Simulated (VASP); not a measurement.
# Li2Hg (fluorite type) (Fm-3m) in VASP: notebook

Runs on Li2Hg (fluorite type). Level: LDA. Tasks: single point.

Everything below comes from runs of VASP 6.6.1. Logs are shortened: lines on timing, memory, paths and dates and some standing lists are left out, and cuts for length are marked.

**1. The cell of the first run**

It takes space group Fm-3m (No. 225, cubic). The conventional cell has a = 5.250 Å, b = 5.250 Å, c = 5.250 Å, α = 90.00°, β = 90.00°, γ = 90.00°. Within 3.0 Å of Hg (site symmetry m-3m) lie 8 Li at 2.27 Å. Li (site symmetry -43m) has 4 Hg at 2.27 Å and 6 Li at 2.62 Å within 3.0 Å.

**2. Single point, LDA (volume scaled by 0.6)**

INCAR

```
PREC = Accurate
ENCUT = 520
EDIFF = 1E-6
ISMEAR = -1
SIGMA = 0.05
LREAL = False
LASPH = True
NELM = 60
ALGO = Normal
ISIF = 2
LWAVE = False
LCHARG = True
LELF = True
LVHAR = True
NBANDS = 16
```

KPOINTS

```
Automatic mesh
0
Gamma
  10 10 10
```

POSCAR

```
Li2Hg
1.0
    0.0000000000      2.6248464956      2.6248464956
    2.6248464956      0.0000000000      2.6248464956
    2.6248464956      2.6248464956      0.0000000000
Hg Li
1 2
Direct
    0.0000000000      0.0000000000      0.0000000000
    0.2500000000      0.2500000000      0.2500000000
    0.7500000000      0.7500000000      0.7500000000
```

Potentials or basis: VASP PAW LDA potentials, release 64 (Hg, Li_sv).

Command:

```console
> cat potpaw_LDA.64/Hg/POTCAR potpaw_LDA.64/Li_sv/POTCAR > POTCAR
> mpirun -np 1 vasp_std > vasp.out
```

OUTCAR:

```text
PREC = Accurate
   ENCUT = 520
   EDIFF = 1E-6
   ISMEAR = -1
   LREAL = False
   LASPH = True
   NELM = 60
   ISIF = 2

 ion  position               nearest neighbor table
   1  0.000  0.000  0.000-   3 2.27   3 2.27   3 2.27   2 2.27   3 2.27   2 2.27   2 2.27   2 2.27

   2  0.250  0.250  0.250-   1 2.27   1 2.27   1 2.27   1 2.27
   3  0.750  0.750  0.750-   1 2.27   1 2.27   1 2.27   1 2.27

  LATTYP: Found a face centered cubic cell.
 ALAT       =     5.2496929912

  Lattice vectors:

 A1 = (   0.0000000000,   2.6248464956,   2.6248464956)
 A2 = (   2.6248464956,   0.0000000000,   2.6248464956)
 A3 = (   2.6248464956,   2.6248464956,   0.0000000000)

Analysis of symmetry for initial positions (statically):
=====================================================================
 Subroutine PRICEL returns:
 Original cell was already a primitive cell.

 Routine SETGRP: Setting up the symmetry group for a
 face centered cubic supercell.

 Subroutine GETGRP returns: Found 48 space group operations
 (whereof 48 operations were pure point group operations)
 out of a pool of 48 trial point group operations.

The static configuration has the point symmetry O_h .

Analysis of symmetry for dynamics (positions and initial velocities):
=====================================================================
 Subroutine PRICEL returns:
 Original cell was already a primitive cell.

 Routine SETGRP: Setting up the symmetry group for a
 face centered cubic supercell.

 Subroutine GETGRP returns: Found 48 space group operations
 (whereof 48 operations were pure point group operations)
 out of a pool of 48 trial point group operations.

The dynamic configuration has the point symmetry O_h .

 Subroutine INISYM returns: Found 48 space group operations
 (whereof 48 operations are pure point group operations),
 and found     1 'primitive' translations

----------------------------------------------------------------------------------------

                                     Primitive cell

  volume of cell :      36.1694

  direct lattice vectors                    reciprocal lattice vectors
     0.000000000  2.624846496  2.624846496    -0.190487330  0.190487330  0.190487330
     2.624846496  0.000000000  2.624846496     0.190487330 -0.190487330  0.190487330
     2.624846496  2.624846496  0.000000000     0.190487330  0.190487330 -0.190487330

  length of vectors
     3.712093513  3.712093513  3.712093513     0.329933733  0.329933733  0.329933733

  position of ions in fractional coordinates (direct lattice)
     0.000000000  0.000000000  0.000000000
     0.250000000  0.250000000  0.250000000
     0.750000000  0.750000000  0.750000000

  ion indices of the primitive-cell ions
   primitive index   ion index
                 1           1
                 2           2
                 3           3

----------------------------------------------------------------------------------------

 KPOINTS: Automatic mesh

Automatic generation of k-mesh.
 Grid dimensions read from file:
 generate k-points for:   10   10   10

 Generating k-lattice:

  Cartesian coordinates                     Fractional coordinates (reciprocal lattice)
    -0.019048733  0.019048733  0.019048733     0.100000000  0.000000000  0.000000000
     0.019048733 -0.019048733  0.019048733     0.000000000  0.100000000  0.000000000
     0.019048733  0.019048733 -0.019048733     0.000000000  0.000000000  0.100000000

  Length of vectors
     0.032993373  0.032993373  0.032993373

  Shift w.r.t. Gamma in fractional coordinates (k-lattice)
     0.000000000  0.000000000  0.000000000

 Subroutine IBZKPT returns following result:
 ===========================================

 Found     47 irreducible k-points:

 Following reciprocal coordinates:
            Coordinates               Weight
  0.000000  0.000000  0.000000      1.000000
  0.100000  0.000000  0.000000      8.000000
  0.200000  0.000000  0.000000      8.000000
  0.300000  0.000000  0.000000      8.000000
  0.400000  0.000000  0.000000      8.000000
  0.500000  0.000000  0.000000      4.000000
[... 16 lines left out ...]
  0.300000  0.300000  0.000000      6.000000
  0.400000  0.300000  0.000000     24.000000
 [... further k-points ...]
   k-points           NKPTS =     47   k-points in BZ     NKDIM =     47   number of bands    NBANDS=     16
   number of dos      NEDOS =    301   number of ions     NIONS =      3
   total plane-waves  NPLWV =  21952
   dimension x,y,z NGX =    28 NGY =   28 NGZ =   28
   dimension x,y,z NGXF=    56 NGYF=   56 NGZF=   56
   ions per type =               1   2
   NGX,Y,Z   is equivalent  to a cutoff of  12.54, 12.54, 12.54 a.u.
   NGXF,Y,Z  is equivalent  to a cutoff of  25.08, 25.08, 25.08 a.u.
 SYSTEM =  unknown system
   PREC   = accura    normal or accurate (medium, high low for compatibility)
   ISTART =      0    job   : 0-new  1-cont  2-samecut
   ICHARG =      2    charge: 1-file 2-atom 10-const
   ISPIN  =      1    spin polarized calculation?
   LNONCOLLINEAR =      F non collinear calculations
   LSORBIT =      F    spin-orbit coupling
   LASPH  =      T    aspherical Exc in radial PAW
   ENCUT  =  520.0 eV  38.22 Ry    6.18 a.u.   6.90  6.90  6.90*2*pi/ulx,y,z
   NELM   =     60;   NELMIN=  2; NELMDL= -5     # of ELM steps
   EDIFF  = 0.1E-05   stopping-criterion for ELM
   LREAL  =      F    real-space projection
   EDIFFG = 0.1E-04   stopping-criterion for IOM
   NSW    =      0    number of steps for IOM
   IBRION =     -1    ionic relax: 0-MD 1-quasi-New 2-CG
   NFREE  =      0    steps in history (QN), initial steepest desc. (CG)
   ISIF   =      2    stress and relaxation
   ISYM   =      2    0-nonsym 1-usesym 2-fastsym
   POTIM  = 0.5000    time-step for ionic-motion
   TEBEG  =    0.0;   TEEND  =   0.0 temperature during run
   PSTRESS=    0.0 pullay stress
   NELECT =      18.0000    total number of electrons
   NUPDOWN=      -1.0000    fix difference up-down
   EMIN   =  10.00;   EMAX   =-10.00  energy-range for DOS
   EFERMI =   0.00;   METHOD = LEGACY
   ISMEAR =    -1;   SIGMA  =   0.05  broadening in eV -4-tet -1-fermi 0-gaus
   EFERMI_NEDOS =   21; number of points for ismear=-14 and -15
   IALGO  =     38    algorithm
   IMIX   =      4    mixing-type and parameters
     AMIX     =   0.40;   BMIX     =  1.00
     AMIX_MAG =   1.60;   BMIX_MAG =  1.00
  volume/ion in A,a.u.               =      12.06        81.36
  Fermi-wavevector in a.u.,A,eV,Ry     =   1.297334  2.451606 22.899628  1.683075
  Thomas-Fermi vector in A             =   2.428733
   LORBIT       =      0    0 simple, 1 ext, 2 COOP (PROOUT), +10 PAW based schemes
   GGA     = CA    functional components
   LHFCALC =     F    Hartree Fock is set to
   AEXX    =    0.0000 exact exchange contribution
   IVDW    =     0    specifies the selected vdW correction
   LEPSILON=     F    determine dielectric tensor
   LRPA    =     F    only Hartree local field effects (RPA)
 non-spin polarized calculation
  energy-cutoff  :      520.00
  volume of cell :       36.17
 maximum number of plane-waves:       990
   NGX = 13   NGY = 13   NGZ = 13

 number of electron      18.0000011 magnetization

 Free energy of the ion-electron system (eV)
  ---------------------------------------------------
  ext. energy  EPLUGINS =         0.00000000
  ---------------------------------------------------
  free energy    TOTEN  =        -3.73064530 eV

  energy without entropy =       -3.72170675  energy(sigma->0) =       -3.72617602

 E-fermi :   4.7366     XC(G=0): -11.0013

 val. band max:        4.6926312812   @ k =   0.5000   0.5000   0.0000
 cond. band min:       4.7542416182   @ k =  -0.4000   0.4000   0.2000
 fundamental gap:      0.0616103370
 Fermi energy:         4.7366404902

 k-point     1 :       0.0000    0.0000    0.0000
  band No.  band energies     occupation
      1     -40.6549      2.00000
      2     -40.5246      2.00000
      3      -4.4891      2.00000
      4      -4.4891      2.00000
      5      -4.4891      2.00000
      6      -3.8435      2.00000
[... 8 lines left out ...]
     15      14.7444      0.00000
     16      14.7444      0.00000

 k-point     2 :       0.1000    0.0000    0.0000
  band No.  band energies     occupation
      1     -40.6509      2.00000
      2     -40.5278      2.00000
      3      -4.4542      2.00000
      4      -4.4537      2.00000
      5      -4.4537      2.00000
      6      -3.7205      2.00000
[... 8 lines left out ...]
     15      14.4950      0.00000
     16      14.4950      0.00000

 k-point     3 :       0.2000    0.0000    0.0000
  band No.  band energies     occupation
      1     -40.6399      2.00000
      2     -40.5368      2.00000
      3      -4.3737      2.00000
      4      -4.3730      2.00000
      5      -4.3730      2.00000
      6      -3.7223      2.00000
[... 8 lines left out ...]
     15      15.3187      0.00000
     16      15.3187      0.00000

 k-point     4 :       0.3000    0.0000    0.0000
  band No.  band energies     occupation
      1     -40.6238      2.00000
      2     -40.5503      2.00000
      3      -4.3092      2.00000
      4      -4.3092      2.00000
      5      -4.2867      2.00000
      6      -3.6780      2.00000
[... 8 lines left out ...]
     15      16.4889      0.00000
     16      17.0282      0.00000
[... 324 lines left out ...]
 k-point    22 :      -0.2000    0.2000    0.0000
  band No.  band energies     occupation
      1     -40.6198      2.00000
      2     -40.5533      2.00000
      3      -4.2880      2.00000
      4      -4.1917      2.00000
      5      -4.1850      2.00000
      6      -3.8273      2.00000
[... 8 lines left out ...]
     15      15.3986      0.00000
     16      16.7529      0.00000

 k-point    23 :       0.3000    0.3000    0.0000
  band No.  band energies     occupation
      1     -40.6191      2.00000
      2     -40.5531      2.00000
      3      -4.3320      2.00000
      4      -4.3013      2.00000
      5      -4.0059      2.00000
      6      -4.0059      2.00000
[... 8 lines left out ...]
     15      17.1559      0.00000
     16      20.3620      0.00000

 k-point    24 :       0.4000    0.3000    0.0000
  band No.  band energies     occupation
      1     -40.6096      2.00000
      2     -40.5608      2.00000
      3      -4.3811      2.00000
      4      -4.2659      2.00000
      5      -3.9113      2.00000
      6      -3.8947      2.00000
[... 8 lines left out ...]
     15      17.8294      0.00000
     16      20.7033      0.00000

 [... further k-points ...]
[... 5 lines left out ...]
  --------------------------------------------------------------------------------------
  -------------------------------------------------------------------------------------
  Total        8.7359435      8.7359435      8.7359435      0.0000000     -0.0000000      0.0000000
  in kB      386.9712248    386.9712248    386.9712248      0.0000000     -0.0000000      0.0000000
  external PRESSURE =     386.9712248 kB  Pullay stress =       0.0000000 kB

 VOLUME and BASIS-vectors are now :
 -----------------------------------------------------------------------------
  energy-cutoff  :      520.00
  volume of cell :       36.17
      direct lattice vectors                 reciprocal lattice vectors
     0.000000000  2.624846496  2.624846496    -0.190487330  0.190487330  0.190487330
     2.624846496  0.000000000  2.624846496     0.190487330 -0.190487330  0.190487330
     2.624846496  2.624846496  0.000000000     0.190487330  0.190487330 -0.190487330

 POSITION                                       TOTAL-FORCE (eV/Angst)
 -----------------------------------------------------------------------------------
      0.00000      0.00000      0.00000         0.000000      0.000000      0.000000
      1.31242      1.31242      1.31242         0.000000      0.000000      0.000000
      3.93727      3.93727      3.93727        -0.000000     -0.000000     -0.000000
 -----------------------------------------------------------------------------------
    total drift:                                0.000000      0.000000      0.000000

  FREE ENERGIE OF THE ION-ELECTRON SYSTEM (eV)
  ---------------------------------------------------
  free  energy   TOTEN  =        -3.7306452954 eV

  energy  without entropy=       -3.7217067518  energy(sigma->0) =       -3.72617602
```

Run time: 17 s. Hardware: 1 thread of Intel Xeon Platinum 8488C (Sapphire Rapids), shared host; peak memory 0.15 GiB.

What came out:

```
Free energy            : -3.7306 eV
Band gap on the k mesh : zero (band 9 reaches 11.61 eV, above the bottom of band 10 at 4.04 eV)
```

Levels at points of the mesh, in eV from the Fermi level:
```csv
k point,band 6,band 7,band 8,band 9,band 10,band 11,band 12,band 13
"(0.00, 0.00, 0.00)",-8.58,-8.45,-8.45,6.87,6.87,6.87,8.03,8.03
"(0.50, 0.00, 0.00)",-8.29,-8.29,-5.88,-3.42,3.48,3.48,7.90,7.90
"(0.50, 0.50, 0.00)",-8.42,-8.18,-5.15,-0.96,-0.04,-0.04,4.92,10.33
```

Caveat: the cutoff is under 1.25 times the usual one of these potentials, so pressure, stress and relaxed cells hold a basis-set (Pulay) error; spin-orbit coupling is left out, which moves the levels of the heavy elements.

(Part 1 of 2 ends here.)
